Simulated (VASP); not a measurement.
# NbSi (Fm-3m) in VASP: notebook

The runs below take NbSi through single point, with PBE.

Everything below comes from runs of VASP 6.6.1. Logs are shortened: lines on timing, memory, paths and dates and some standing lists are left out, and cuts for length are marked.

**1. The cell of the first run**

It takes space group Fm-3m (No. 225, cubic). Conventional cell: a = 5.043 Å, b = 5.043 Å, c = 5.043 Å, α = 90.00°, β = 90.00°, γ = 90.00°. Within 3.3 Å of Nb (site symmetry m-3m) lie 6 Si at 2.52 Å. Within 3.3 Å of Si (site symmetry m-3m) lie 6 Nb at 2.52 Å.

**2. Single point, PBE**

INCAR reads:

```
SYSTEM = NbSi
PREC     = Accurate       ! precision mode
ENCUT    = 520            ! plane-wave cutoff, eV
EDIFF    = 1E-6           ! SCF threshold, eV
ISMEAR   = -1             ! smearing method
SIGMA    = 0.05           ! smearing width, eV
LREAL    = .False.        ! projectors in reciprocal space
LASPH    = .True.         ! aspherical terms in the spheres
NELM     = 60             ! most SCF steps
ALGO     = Normal         ! electronic algorithm
ISIF     = 2              ! what is computed and relaxed
LWAVE    = .False.        ! write WAVECAR
LCHARG   = .False.        ! write CHGCAR
GGA      = PE             ! functional
NBANDS   = 16             ! bands
```

KPOINTS reads:

```
regular mesh
0
Gamma
  9 9 9
  0 0 0
```

POSCAR reads:

```
NbSi
1.0
    0.0000000000      2.5212881142      2.5212881142
    2.5212881142      0.0000000000      2.5212881142
    2.5212881142      2.5212881142      0.0000000000
Nb Si
1 1
Direct
    0.0000000000      0.0000000000      0.0000000000
    0.5000000000      0.5000000000      0.5000000000
```

Potentials or basis: VASP PAW PBE potentials, release 64 (Nb_sv, Si).

Run with:

```
$ cat potpaw_PBE.64/Nb_sv/POTCAR potpaw_PBE.64/Si/POTCAR > POTCAR
$ mpirun -np 1 vasp_std > vasp.out
```

OUTCAR:

```text
SYSTEM = NbSi
   PREC = Accurate
   ENCUT = 520
   EDIFF = 1E-6
   ISMEAR = -1
   LREAL = .False.
   LASPH = .True.
   NELM = 60
   ISIF = 2
   GGA = PE

 ion  position               nearest neighbor table
   1  0.000  0.000  0.000-   2 2.52   2 2.52   2 2.52   2 2.52   2 2.52   2 2.52
   2  0.500  0.500  0.500-   1 2.52   1 2.52   1 2.52   1 2.52   1 2.52   1 2.52

  LATTYP: Found a face centered cubic cell.
 ALAT       =     5.0425762284

  Lattice vectors:

 A1 = (   0.0000000000,   2.5212881142,   2.5212881142)
 A2 = (   2.5212881142,   0.0000000000,   2.5212881142)
 A3 = (   2.5212881142,   2.5212881142,   0.0000000000)

Analysis of symmetry for initial positions (statically):
=====================================================================
 Subroutine PRICEL returns:
 Original cell was already a primitive cell.

 Routine SETGRP: Setting up the symmetry group for a
 face centered cubic supercell.

 Subroutine GETGRP returns: Found 48 space group operations
 (whereof 48 operations were pure point group operations)
 out of a pool of 48 trial point group operations.

The static configuration has the point symmetry O_h .

Analysis of symmetry for dynamics (positions and initial velocities):
=====================================================================
 Subroutine PRICEL returns:
 Original cell was already a primitive cell.

 Routine SETGRP: Setting up the symmetry group for a
 face centered cubic supercell.

 Subroutine GETGRP returns: Found 48 space group operations
 (whereof 48 operations were pure point group operations)
 out of a pool of 48 trial point group operations.

The dynamic configuration has the point symmetry O_h .

 Subroutine INISYM returns: Found 48 space group operations
 (whereof 48 operations are pure point group operations),
 and found     1 'primitive' translations

----------------------------------------------------------------------------------------

                                     Primitive cell

  volume of cell :      32.0551

  direct lattice vectors                    reciprocal lattice vectors
     0.000000000  2.521288114  2.521288114    -0.198311330  0.198311330  0.198311330
     2.521288114  0.000000000  2.521288114     0.198311330 -0.198311330  0.198311330
     2.521288114  2.521288114  0.000000000     0.198311330  0.198311330 -0.198311330
[... 74 lines left out ...]
 SYSTEM =  NbSi
   PREC   = accura    normal or accurate (medium, high low for compatibility)
   ISTART =      0    job   : 0-new  1-cont  2-samecut
   ICHARG =      2    charge: 1-file 2-atom 10-const
   ISPIN  =      1    spin polarized calculation?
   LNONCOLLINEAR =      F non collinear calculations
   LSORBIT =      F    spin-orbit coupling
   LASPH  =      T    aspherical Exc in radial PAW
   ENCUT  =  520.0 eV  38.22 Ry    6.18 a.u.   6.63  6.63  6.63*2*pi/ulx,y,z
   NELM   =     60;   NELMIN=  2; NELMDL= -5     # of ELM steps
   EDIFF  = 0.1E-05   stopping-criterion for ELM
   LREAL  =      F    real-space projection
   EDIFFG = 0.1E-04   stopping-criterion for IOM
   NSW    =      0    number of steps for IOM
   IBRION =     -1    ionic relax: 0-MD 1-quasi-New 2-CG
   NFREE  =      0    steps in history (QN), initial steepest desc. (CG)
   ISIF   =      2    stress and relaxation
   ISYM   =      2    0-nonsym 1-usesym 2-fastsym
   POTIM  = 0.5000    time-step for ionic-motion
   TEBEG  =    0.0;   TEEND  =   0.0 temperature during run
   PSTRESS=    0.0 pullay stress
   NELECT =      17.0000    total number of electrons
   NUPDOWN=      -1.0000    fix difference up-down
   EMIN   =  10.00;   EMAX   =-10.00  energy-range for DOS
   EFERMI =   0.00;   METHOD = LEGACY
   ISMEAR =    -1;   SIGMA  =   0.05  broadening in eV -4-tet -1-fermi 0-gaus
   EFERMI_NEDOS =   21; number of points for ismear=-14 and -15
   IALGO  =     38    algorithm
   IMIX   =      4    mixing-type and parameters
     AMIX     =   0.40;   BMIX     =  1.00
     AMIX_MAG =   1.60;   BMIX_MAG =  1.00
  volume/ion in A,a.u.               =      16.03       108.16
  Fermi-wavevector in a.u.,A,eV,Ry     =   1.325131  2.504134 23.891435  1.755971
  Thomas-Fermi vector in A             =   2.454614
   LORBIT       =      0    0 simple, 1 ext, 2 COOP (PROOUT), +10 PAW based schemes
   GGA     = PE    functional components
   LHFCALC =     F    Hartree Fock is set to
   AEXX    =    0.0000 exact exchange contribution
   IVDW    =     0    specifies the selected vdW correction
   LEPSILON=     F    determine dielectric tensor
   LRPA    =     F    only Hartree local field effects (RPA)
 non-spin polarized calculation
  energy-cutoff  :      520.00
  volume of cell :       32.06
 maximum number of plane-waves:       889
   NGX = 13   NGY = 13   NGZ = 13

 number of electron      16.9999999 magnetization

 Free energy of the ion-electron system (eV)
  ---------------------------------------------------
  ext. energy  EPLUGINS =         0.00000000
  ---------------------------------------------------
  free energy    TOTEN  =       -16.04604930 eV

  energy without entropy =      -16.03481619  energy(sigma->0) =      -16.04043275

 E-fermi :  11.0594     XC(G=0): -11.8832

 val. band max:       11.0458983402   @ k =   0.4444   0.2222   0.1111
 cond. band min:      11.0621854203   @ k =  -0.2222   0.2222   0.0000
 fundamental gap:      0.0162870801
 Fermi energy:        11.0594385753

 k-point     1 :       0.0000    0.0000    0.0000
  band No.  band energies     occupation
      1     -44.0791      2.00000
      2     -20.1073      2.00000
      3     -20.1073      2.00000
      4     -20.1073      2.00000
      5       0.0896      2.00000
      6       9.6886      2.00000
[... 433 lines left out ...]
      3     -20.1999      2.00000
      4     -20.1999      2.00000
      5       2.4081      2.00000
      6       7.3491      2.00000
[... 8 lines left out ...]
     15      22.9390      0.00000
     16      25.0002      0.00000

 [... further k-points ...]
[... 5 lines left out ...]
  --------------------------------------------------------------------------------------
  -------------------------------------------------------------------------------------
  Total        2.0543025      2.0543025      2.0543025      0.0000000      0.0000000      0.0000000
  in kB      102.6780363    102.6780363    102.6780363      0.0000000      0.0000000      0.0000000
  external PRESSURE =     102.6780363 kB  Pullay stress =       0.0000000 kB

 VOLUME and BASIS-vectors are now :
 -----------------------------------------------------------------------------
  energy-cutoff  :      520.00
  volume of cell :       32.06
      direct lattice vectors                 reciprocal lattice vectors
     0.000000000  2.521288114  2.521288114    -0.198311330  0.198311330  0.198311330
     2.521288114  0.000000000  2.521288114     0.198311330 -0.198311330  0.198311330
     2.521288114  2.521288114  0.000000000     0.198311330  0.198311330 -0.198311330

 POSITION                                       TOTAL-FORCE (eV/Angst)
 -----------------------------------------------------------------------------------
      0.00000      0.00000      0.00000        -0.000000     -0.000000      0.000000
      2.52129      2.52129      2.52129         0.000000      0.000000      0.000000
 -----------------------------------------------------------------------------------
    total drift:                               -0.000000      0.000000      0.000000

  FREE ENERGIE OF THE ION-ELECTRON SYSTEM (eV)
  ---------------------------------------------------
  free  energy   TOTEN  =       -16.0460492975 eV

  energy  without entropy=      -16.0348161948  energy(sigma->0) =      -16.04043275
```

OSZICAR:

```text
N       E                     dE             d eps       ncg     rms          rms(c)
DAV:   1     0.127210641339E+03    0.12721E+03   -0.84022E+03  1120   0.101E+03
DAV:   2    -0.118115499099E+02   -0.13902E+03   -0.13142E+03  1392   0.342E+02
DAV:   3    -0.170022385176E+02   -0.51907E+01   -0.50968E+01  1792   0.562E+01
DAV:   4    -0.171953777048E+02   -0.19314E+00   -0.19301E+00  1408   0.101E+01
DAV:   5    -0.172000163806E+02   -0.46387E-02   -0.46383E-02  1800   0.153E+00    0.929E+00
DAV:   6    -0.160381212417E+02    0.11619E+01   -0.27953E+00  1848   0.154E+01    0.293E+00
DAV:   7    -0.160449397218E+02   -0.68185E-02   -0.11378E-01  1352   0.270E+00    0.175E+00
DAV:   8    -0.160461426505E+02   -0.12029E-02   -0.20120E-02  2056   0.975E-01    0.344E-01
DAV:   9    -0.160460162716E+02    0.12638E-03   -0.84313E-04  1488   0.240E-01    0.138E-01
DAV:  10    -0.160460538135E+02   -0.37542E-04   -0.21393E-04  1360   0.158E-01    0.121E-02
DAV:  11    -0.160460509525E+02    0.28610E-05   -0.10558E-05  1616   0.371E-02    0.955E-03
DAV:  12    -0.160460497206E+02    0.12319E-05   -0.41616E-07   912   0.796E-03    0.368E-03
DAV:  13    -0.160460492975E+02    0.42313E-06   -0.42316E-07   736   0.768E-03
   1 F= -.16046049E+02 E0= -.16040433E+02  d E =-.112331E-01
```

stdout:

```text
POSCAR found type information on POSCAR NbSi
 POSCAR found :  2 types and       2 ions
 scaLAPACK will be used
 LDA part: xc-table for (Slater+PW92), standard interpolation
 POSCAR, INCAR and KPOINTS ok, starting setup
 FFT: planning ... GRIDC
 FFT: planning ... GRID_SOFT
 FFT: planning ... GRID
 WAVECAR not read
 entering main loop
```

Run time: 8.5 s. Hardware: 1 thread of Intel Xeon 6975P-C (Granite Rapids), shared host; peak memory 0.16 GiB.

Results:

```
Free energy : -16.0460 eV
Pressure    : 10.3 GPa
```

[end of part 1 of 3]
